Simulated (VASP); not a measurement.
Runs of VASP 6.6.1 on SnSe2. The structure is that of space group P-3m1 (No. 164), or close to it. The cells are those of the table. 

```tsv
cell	gap on the mesh (eV)	pressure (GPa)	largest force (eV/Å)
a = 3.506, b = 3.506, c = 5.892 Å, angles 90.0, 90.0, 120.0°, 3 atoms	0.84	28.8	3.37
a = 3.506, b = 3.506, c = 5.646 Å, angles 90.0, 90.0, 120.0°, 3 atoms	0.90	36.8	4.38
a = 3.506, b = 3.506, c = 6.137 Å, angles 90.0, 90.0, 120.0°, 3 atoms	(a)	22.1	2.40
a = 3.506, b = 3.506, c = 6.382 Å, angles 90.0, 90.0, 120.0°, 3 atoms	0.40	16.6	1.49
a = 3.659, b = 3.659, c = 5.646 Å, angles 90.0, 90.0, 120.0°, 3 atoms	0.56	21.2	3.02
a = 3.659, b = 3.659, c = 6.628 Å, angles 90.0, 90.0, 120.0°, 3 atoms	0.33	3.7	0.04
a = 3.811, b = 3.811, c = 6.628 Å, angles 90.0, 90.0, 120.0°, 3 atoms	(b)	(c)	0.40
a = 3.811, b = 3.811, c = 5.646 Å, angles 90.0, 90.0, 120.0°, 3 atoms	0.33	10.4	2.00
```

Alike in all rows: task single point; level PBE+D3(BJ); potentials or basis VASP PAW PBE potentials, release 64 (Sn_d, Se); no spin polarisation; k mesh 9 × 9 × 6; cutoff (eV) 520; smearing gaussian 0.05 eV.

Question: Fill in the values left out.

Answer: (a) 0.62; (b) 0.42; (c) -1.8.

Caveats: spin-orbit coupling is left out, which moves the levels of the heavy elements; an odd mesh through Γ misses points on the zone boundary, where band edges can lie; the cell stands under pressure (at least some runs); forces of over 1 eV/Å act on the atoms, so gaps and moduli don't describe the material at rest (at least some runs).

A k mesh can miss the band edges, and the runs leave out spin-orbit coupling on Se, Sn.
